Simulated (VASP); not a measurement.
Here is a VASP 6.6.1 calculation.

The input INCAR:

```
PREC = Accurate ; ENCUT = 520
EDIFF = 1E-7 ; ISMEAR = 0
SIGMA = 0.1 ; LREAL = F
LASPH = T ; NELM = 100
ALGO = Normal ; ISIF = 2
LWAVE = F ; LCHARG = F
GGA = PE ; NBANDS = 35
```

The input KPOINTS:

```
Automatic mesh
0
Gamma
  12 12 4
```

File POSCAR:

```
Zn4O
1.0
    3.0397018791      0.0000000000      0.0000000000
   -1.5198509396      2.6324590472      0.0000000000
    0.0000000000      0.0000000000      9.0370511697
Zn O
4 1
Direct
    0.6666666667      0.3333333333      0.0187892873
    0.0000000000      0.0000000000      0.6999552407
    0.3333333333      0.6666666667      0.4633961236
    0.0000000000      0.0000000000      0.2363102404
    0.6666666667      0.3333333333      0.8060677681
```

Potentials or basis: VASP PAW PBE potentials, release 64 (Zn, O).

Command:

```bash
$ cat potpaw_PBE.64/Zn/POTCAR potpaw_PBE.64/O/POTCAR > POTCAR
$ mpirun -np 1 vasp_std > vasp.out
```

(1) What does it give for the largest force?

(2) Estimate the pressure.

Answers

(1) 0.066 eV/Å.

(2) 0.5 GPa.
